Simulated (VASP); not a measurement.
# NaH (F-43m) in VASP: notebook

Runs on NaH. Level: PBEsol. Tasks: single point, relaxation of cell and atoms.

All numbers are computed with VASP 6.6.1; they aren't measurements. Logs are shortened: lines on timing, memory, paths and dates and some standing lists are left out, and cuts for length are marked.

## Step 1: The cell of the first run

It takes space group F-43m (No. 216, cubic). The conventional cell has a = 5.173 Å, b = 5.173 Å, c = 5.173 Å, α = 90.00°, β = 90.00°, γ = 90.00°. Na (site symmetry -43m) has 4 H at 2.24 Å within 3.0 Å. H (site symmetry -43m) has 4 Na at 2.24 Å within 3.0 Å.

## Step 2: Single point, PBEsol

File INCAR:

```
ALGO = Normal
EDIFF = 1E-7
ENCUT = 520
GGA = PS
ISIF = 2
ISMEAR = -1
LASPH = T
LCHARG = F
LREAL = F
LWAVE = F
NBANDS = 11
NELM = 80
PREC = Accurate
SIGMA = 0.03
```

File KPOINTS:

```
k-points
0
Gamma
  8 8 8
```

File POSCAR:

```
NaH
1.0
    0.0000000000      2.5866222880      2.5866222880
    2.5866222880      0.0000000000      2.5866222880
    2.5866222880      2.5866222880      0.0000000000
Na H
1 1
Direct
    0.0000000000      0.0000000000      0.0000000000
    0.2500000000      0.2500000000      0.2500000000
```

Potentials or basis: VASP PAW PBE potentials, release 64 (Na_pv, H).

Started as:

```console
$ cat potpaw_PBE.64/Na_pv/POTCAR potpaw_PBE.64/H/POTCAR > POTCAR
$ mpirun -np 1 vasp_std > vasp.out
```

OUTCAR:

```text
EDIFF = 1E-7
   ENCUT = 520
   GGA = PS
   ISIF = 2
   ISMEAR = -1
   LASPH = T
   LREAL = F
   NELM = 80
   PREC = Accurate

 ion  position               nearest neighbor table
   1  0.000  0.000  0.000-
   2  0.250  0.250  0.250-

  LATTYP: Found a face centered cubic cell.
 ALAT       =     5.1732445760

  Lattice vectors:

 A1 = (   0.0000000000,   2.5866222880,   2.5866222880)
 A2 = (   2.5866222880,   0.0000000000,   2.5866222880)
 A3 = (   2.5866222880,   2.5866222880,   0.0000000000)

Analysis of symmetry for initial positions (statically):
=====================================================================
 Subroutine PRICEL returns:
 Original cell was already a primitive cell.

 Routine SETGRP: Setting up the symmetry group for a
 face centered cubic supercell.

 Subroutine GETGRP returns: Found 24 space group operations
 (whereof 24 operations were pure point group operations)
 out of a pool of 48 trial point group operations.

The static configuration has the point symmetry T_d .

Analysis of symmetry for dynamics (positions and initial velocities):
=====================================================================
 Subroutine PRICEL returns:
 Original cell was already a primitive cell.

 Routine SETGRP: Setting up the symmetry group for a
 face centered cubic supercell.

 Subroutine GETGRP returns: Found 24 space group operations
 (whereof 24 operations were pure point group operations)
 out of a pool of 48 trial point group operations.

The dynamic configuration has the point symmetry T_d .

 Subroutine INISYM returns: Found 24 space group operations
 (whereof 24 operations are pure point group operations),
 and found     1 'primitive' translations

----------------------------------------------------------------------------------------

                                     Primitive cell

  volume of cell :      34.6122

  direct lattice vectors                    reciprocal lattice vectors
     0.000000000  2.586622288  2.586622288    -0.193302286  0.193302286  0.193302286
     2.586622288  0.000000000  2.586622288     0.193302286 -0.193302286  0.193302286
     2.586622288  2.586622288  0.000000000     0.193302286  0.193302286 -0.193302286

  length of vectors
     3.658036320  3.658036320  3.658036320     0.334809380  0.334809380  0.334809380

  position of ions in fractional coordinates (direct lattice)
     0.000000000  0.000000000  0.000000000
     0.250000000  0.250000000  0.250000000

  ion indices of the primitive-cell ions
   primitive index   ion index
                 1           1
                 2           2

----------------------------------------------------------------------------------------

 KPOINTS: k-points

Automatic generation of k-mesh.
 Grid dimensions read from file:
 generate k-points for:    8    8    8

 Generating k-lattice:

  Cartesian coordinates                     Fractional coordinates (reciprocal lattice)
    -0.024162786  0.024162786  0.024162786     0.125000000  0.000000000  0.000000000
     0.024162786 -0.024162786  0.024162786     0.000000000  0.125000000  0.000000000
     0.024162786  0.024162786 -0.024162786     0.000000000  0.000000000  0.125000000

  Length of vectors
     0.041851172  0.041851172  0.041851172

  Shift w.r.t. Gamma in fractional coordinates (k-lattice)
     0.000000000  0.000000000  0.000000000

 Subroutine IBZKPT returns following result:
 ===========================================

 Found     29 irreducible k-points:

 Following reciprocal coordinates:
            Coordinates               Weight
  0.000000  0.000000  0.000000      1.000000
  0.125000  0.000000  0.000000      8.000000
  0.250000  0.000000  0.000000      8.000000
  0.375000  0.000000  0.000000      8.000000
  0.500000  0.000000  0.000000      4.000000
  0.125000  0.125000  0.000000      6.000000
[... 16 lines left out ...]
  0.500000  0.250000  0.125000     48.000000
 -0.375000  0.250000  0.125000     24.000000
 [... further k-points ...]
   k-points           NKPTS =     29   k-points in BZ     NKDIM =     29   number of bands    NBANDS=     11
   number of dos      NEDOS =    301   number of ions     NIONS =      2
   total plane-waves  NPLWV =  21952
   dimension x,y,z NGX =    28 NGY =   28 NGZ =   28
   dimension x,y,z NGXF=    56 NGYF=   56 NGZF=   56
   ions per type =               1   1
   NGX,Y,Z   is equivalent  to a cutoff of  12.73, 12.73, 12.73 a.u.
   NGXF,Y,Z  is equivalent  to a cutoff of  25.45, 25.45, 25.45 a.u.
 SYSTEM =  unknown system
   PREC   = accura    normal or accurate (medium, high low for compatibility)
   ISTART =      0    job   : 0-new  1-cont  2-samecut
   ICHARG =      2    charge: 1-file 2-atom 10-const
   ISPIN  =      1    spin polarized calculation?
   LNONCOLLINEAR =      F non collinear calculations
   LSORBIT =      F    spin-orbit coupling
   LASPH  =      T    aspherical Exc in radial PAW
   ENCUT  =  520.0 eV  38.22 Ry    6.18 a.u.   6.80  6.80  6.80*2*pi/ulx,y,z
   NELM   =     80;   NELMIN=  2; NELMDL= -5     # of ELM steps
   EDIFF  = 0.1E-06   stopping-criterion for ELM
   LREAL  =      F    real-space projection
   EDIFFG = 0.1E-05   stopping-criterion for IOM
   NSW    =      0    number of steps for IOM
   IBRION =     -1    ionic relax: 0-MD 1-quasi-New 2-CG
   NFREE  =      0    steps in history (QN), initial steepest desc. (CG)
   ISIF   =      2    stress and relaxation
   ISYM   =      2    0-nonsym 1-usesym 2-fastsym
   POTIM  = 0.5000    time-step for ionic-motion
   TEBEG  =    0.0;   TEEND  =   0.0 temperature during run
   PSTRESS=    0.0 pullay stress
   NELECT =       8.0000    total number of electrons
   NUPDOWN=      -1.0000    fix difference up-down
   EMIN   =  10.00;   EMAX   =-10.00  energy-range for DOS
   EFERMI =   0.00;   METHOD = LEGACY
   ISMEAR =    -1;   SIGMA  =   0.03  broadening in eV -4-tet -1-fermi 0-gaus
   EFERMI_NEDOS =   21; number of points for ismear=-14 and -15
   IALGO  =     38    algorithm
   IMIX   =      4    mixing-type and parameters
     AMIX     =   0.40;   BMIX     =  1.00
     AMIX_MAG =   1.60;   BMIX_MAG =  1.00
  volume/ion in A,a.u.               =      17.31       116.79
  Fermi-wavevector in a.u.,A,eV,Ry     =   1.004682  1.898573 13.733520  1.009385
  Thomas-Fermi vector in A             =   2.137313
   LORBIT       =      0    0 simple, 1 ext, 2 COOP (PROOUT), +10 PAW based schemes
   GGA     = PS    functional components
   LHFCALC =     F    Hartree Fock is set to
   AEXX    =    0.0000 exact exchange contribution
   IVDW    =     0    specifies the selected vdW correction
   LEPSILON=     F    determine dielectric tensor
   LRPA    =     F    only Hartree local field effects (RPA)
 non-spin polarized calculation
  energy-cutoff  :      520.00
  volume of cell :       34.61
 maximum number of plane-waves:       950
   NGX = 13   NGY = 13   NGZ = 13

 number of electron       8.0000009 magnetization

 Free energy of the ion-electron system (eV)
  ---------------------------------------------------
  ext. energy  EPLUGINS =         0.00000000
  ---------------------------------------------------
  free energy    TOTEN  =        -4.95623166 eV

  energy without entropy =       -4.95623166  energy(sigma->0) =       -4.95623166

 E-fermi :  -1.0863     XC(G=0):  -7.0506

 val. band max:       -1.8423246382   @ k =  -0.2500   0.5000   0.2500
 cond. band min:       1.5622296311   @ k =   0.5000   0.0000   0.0000
 fundamental gap:      3.4045542693
 Fermi energy:        -1.0862690809

 k-point     1 :       0.0000    0.0000    0.0000
  band No.  band energies     occupation
      1     -23.7265      2.00000
      2     -23.7265      2.00000
      3     -23.7265      2.00000
      4      -4.8086      2.00000
      5       6.3545      0.00000
      6      11.4306      0.00000
      7      11.4306      0.00000
      8      11.4306      0.00000
      9      14.1046      0.00000
     10      14.1046      0.00000
     11      14.1046      0.00000

 k-point     2 :       0.1250    0.0000    0.0000
  band No.  band energies     occupation
      1     -23.7341      2.00000
      2     -23.7275      2.00000
      3     -23.7275      2.00000
      4      -4.5848      2.00000
      5       5.6543      0.00000
      6      10.6245      0.00000
      7      11.1715      0.00000
      8      11.1715      0.00000
      9      14.6672      0.00000
     10      14.6672      0.00000
     11      14.7611      0.00000

 k-point     3 :       0.2500    0.0000    0.0000
  band No.  band energies     occupation
      1     -23.7522      2.00000
      2     -23.7299      2.00000
      3     -23.7299      2.00000
      4      -3.9546      2.00000
      5       4.0433      0.00000
      6       9.5755      0.00000
      7      10.8189      0.00000
      8      10.8189      0.00000
      9      13.8002      0.00000
     10      13.8002      0.00000
     11      14.8615      0.00000

 k-point     4 :       0.3750    0.0000    0.0000
  band No.  band energies     occupation
      1     -23.7702      2.00000
      2     -23.7322      2.00000
      3     -23.7322      2.00000
      4      -3.0936      2.00000
      5       2.3713      0.00000
      6       8.9673      0.00000
      7      10.6729      0.00000
      8      10.6729      0.00000
      9      12.7110      0.00000
     10      12.7111      0.00000
     11      14.0798      0.00000
[... 239 lines left out ...]
 k-point    22 :       0.3750    0.2500    0.1250
  band No.  band energies     occupation
      1     -23.7569      2.00000
      2     -23.7388      2.00000
      3     -23.7329      2.00000
      4      -3.4362      2.00000
      5       3.7398      0.00000
      6       7.4266      0.00000
      7       9.1742      0.00000
      8      10.9588      0.00000
      9      13.4260      0.00000
     10      13.9117      0.00000
     11      15.8617      0.00000

 k-point    23 :       0.5000    0.2500    0.1250
  band No.  band energies     occupation
      1     -23.7665      2.00000
      2     -23.7445      2.00000
      3     -23.7357      2.00000
      4      -2.6735      2.00000
      5       2.7676      0.00000
      6       6.3104      0.00000
      7       8.2046      0.00000
      8      11.2671      0.00000
      9      12.8277      0.00000
     10      15.1211      0.00000
     11      16.0995      0.00000

 k-point    24 :      -0.3750    0.2500    0.1250
  band No.  band energies     occupation
      1     -23.7706      2.00000
      2     -23.7464      2.00000
      3     -23.7372      2.00000
      4      -2.2511      2.00000
      5       2.2235      0.00000
      6       5.9972      0.00000
      7       7.8210      0.00000
      8      11.4576      0.00000
      9      12.3410      0.00000
     10      15.9180      0.00000
     11      17.2900      0.00000

 [... further k-points ...]

------------------------ aborting loop because EDIFF is reached ----------------------------------------

  FORCE on cell =-STRESS in cart. coord.  units (eV):
  Direction    XX          YY          ZZ          XY          YZ          ZX
  --------------------------------------------------------------------------------------
  -------------------------------------------------------------------------------------
  Total        0.0070095      0.0070095      0.0070095     -0.0000000     -0.0000000      0.0000000
  in kB        0.3244648      0.3244648      0.3244648     -0.0000000     -0.0000000      0.0000000
  external PRESSURE =       0.3244648 kB  Pullay stress =       0.0000000 kB

 VOLUME and BASIS-vectors are now :
 -----------------------------------------------------------------------------
  energy-cutoff  :      520.00
  volume of cell :       34.61
      direct lattice vectors                 reciprocal lattice vectors
     0.000000000  2.586622288  2.586622288    -0.193302286  0.193302286  0.193302286
     2.586622288  0.000000000  2.586622288     0.193302286 -0.193302286  0.193302286
     2.586622288  2.586622288  0.000000000     0.193302286  0.193302286 -0.193302286

 POSITION                                       TOTAL-FORCE (eV/Angst)
 -----------------------------------------------------------------------------------
      0.00000      0.00000      0.00000        -0.000000      0.000000     -0.000000
      1.29331      1.29331      1.29331         0.000000     -0.000000      0.000000
 -----------------------------------------------------------------------------------
    total drift:                               -0.000001     -0.000001     -0.000001

  FREE ENERGIE OF THE ION-ELECTRON SYSTEM (eV)
  ---------------------------------------------------
  free  energy   TOTEN  =        -4.9562316640 eV

  energy  without entropy=       -4.9562316640  energy(sigma->0) =       -4.95623166
```

Run time: 14 s. Hardware: 1 thread of Intel Xeon Platinum 8259CL at 2.50GHz (Skylake/Cascade Lake), shared host; peak memory 0.15 GiB.

What came out:

| Quantity | Value |
| --- | --- |
| Free energy | -4.9562 eV |
| Pressure | 0.0 GPa |
| Band gap on the k mesh | 3.40 eV, indirect (least direct gap 4.15 eV) |

Levels at points of the mesh, in eV from the valence-band top:
```
           k point  band 1  band 2  band 3  band 4  band 5  band 6  band 7  band 8
(0.00, 0.00, 0.00)  -21.88  -21.88  -21.88   -2.97    8.20   13.27   13.27   13.27
(0.50, 0.00, 0.00)  -21.94  -21.89  -21.89   -0.74    3.40   10.62   12.51   12.51
(0.50, 0.50, 0.00)  -21.93  -21.90  -21.90   -0.09    4.86    7.25    9.64    9.64
```

Caveat: the PAW data sets were made with another functional, which shifts forces and pressure a little. A k mesh can miss the band edges.

## Step 3: Relaxation of cell and atoms, PBEsol

This run uses another cell than the first one, of 13.59 Å³/atom, 0.785 times its volume.

File INCAR:

```
SYSTEM = NaH
ALGO = Normal
EDIFF = 1E-6
EDIFFG = -0.01
ENCUT = 600
GGA = PS
IBRION = 2
ISIF = 3
ISMEAR = -1
LASPH = .True.
LCHARG = .False.
LREAL = .False.
LWAVE = .False.
NELM = 60
NSW = 100
PREC = Accurate
SIGMA = 0.03
```

File KPOINTS:

```
k-points
0
Gamma
  8 8 8
  0 0 0
```

File POSCAR:

```
NaH
1.0
    0.0000000000      2.3864216700      2.3864216700
    2.3864216700      0.0000000000      2.3864216700
    2.3864216700      2.3864216700      0.0000000000
Na H
1 1
Direct
    0.0000000000      0.0000000000      0.0000000000
    0.2500000000      0.2500000000      0.2500000000
```

Potentials or basis: VASP PAW PBE potentials, release 64 (Na_pv, H).

Started as:

```console
$ cat potpaw_PBE.64/Na_pv/POTCAR potpaw_PBE.64/H/POTCAR > POTCAR
$ mpirun -np 1 vasp_std > vasp.out
```

It took 24 s on 1 thread of Intel Xeon Platinum 8259CL at 2.50GHz (Skylake/Cascade Lake), shared host; peak memory 0.15 GiB.

The run converged. Its results:

| Quantity | Value |
| --- | --- |
| Free energy | -4.9547 eV |
| Relaxed volume | 17.26 Å³/atom |
| Relaxed cell | a = 3.655 Å, b = 3.655 Å, c = 3.655 Å, α = 60.00°, β = 60.00°, γ = 60.00° |
| Space group after relaxing (to 0.05 Å) | F-43m (No. 216) |
| Energy gained by relaxing | 66.4 meV/atom |
| Ionic steps | 4 |
| Pressure after relaxing | 0.1 GPa |
| Band gap on the k mesh | 3.41 eV, indirect (least direct gap 4.15 eV) |

Step by step:
```csv
step,energy change (eV),largest force (eV/Å),pressure (GPa),volume (Å³)
1,0.0000,0.0000,6.88,27.18
2,-0.0780,0.0000,3.91,29.54
3,-0.1310,0.0000,0.58,33.64
4,-0.1327,0.0000,0.06,34.52
```

Final structure:
```cif
data_structure
_symmetry_space_group_name_H-M 'P 1'
_symmetry_Int_Tables_number 1
_cell_length_a 3.6548
_cell_length_b 3.6548
_cell_length_c 3.6548
_cell_angle_alpha 60.000
_cell_angle_beta 60.000
_cell_angle_gamma 60.000
_cell_volume 34.52
loop_
_atom_site_label
_atom_site_type_symbol
_atom_site_fract_x
_atom_site_fract_y
_atom_site_fract_z
_atom_site_occupancy
Na1 Na 0.00000 0.00000 0.00000 1
H1 H 0.25000 0.25000 0.25000 1
```

Levels at points of the mesh, in eV from the valence-band top:
| k point | band 1 | band 2 | band 3 | band 4 | band 5 | band 6 | band 7 | band 8 |
| --- | --- | --- | --- | --- | --- | --- | --- | --- |
| (0.00, 0.00, 0.00) | -21.88 | -21.88 | -21.88 | -2.97 | 8.21 | 13.29 | 13.29 | 13.29 |
| (0.50, 0.00, 0.00) | -21.93 | -21.89 | -21.89 | -0.74 | 3.41 | 10.64 | 12.53 | 12.53 |
| (0.50, 0.50, 0.00) | -21.93 | -21.90 | -21.90 | -0.09 | 4.86 | 7.26 | 9.65 | 9.65 |

Caveat: the volume moved by over 15 % at a fixed basis, so the end points are rough; the PAW data sets were made with another functional, which shifts forces and pressure a little. PBEsol gaps usually lie below the measured ones, often by a third to a half.
